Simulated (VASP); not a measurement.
Input of a VASP 6.6.1 run:

File INCAR:

```
  ALGO = Normal
  EDIFF = 1E-7
  ENCUT = 520
  ISIF = 2
  ISMEAR = -1
  LASPH = T
  LCHARG = F
  LREAL = F
  LWAVE = F
  NBANDS = 38
  NELM = 80
  PREC = Accurate
  SIGMA = 0.1
```

Contents of KPOINTS:

```
k-points
0
Gamma
  10 10 3
```

Contents of POSCAR:

```
Rh
1.0
    2.5988463961      0.0000000000      0.0000000000
   -1.2994231981      2.2506716142      0.0000000000
    0.0000000000      0.0000000000      8.4944431900
Rh
4
Direct
    0.0000000000      0.0000000000      0.0000000000
    0.3333333333      0.6666666667      0.2500000000
    0.0000000000      0.0000000000      0.5000000000
    0.6666666667      0.3333333333      0.7500000000
```

Potentials or basis: VASP PAW LDA potentials, release 64 (Rh_pv).

The run is started by

```console
$ cat potpaw_LDA.64/Rh_pv/POTCAR > POTCAR
$ mpirun -np 1 vasp_std > vasp.out
```

(1) Predict the band gap on the k mesh.

(2) Predict the pressure.

Answers

(1) zero (band 30 reaches 14.73 eV, above the bottom of band 31 at 12.52 eV).

(2) 25.3 GPa.
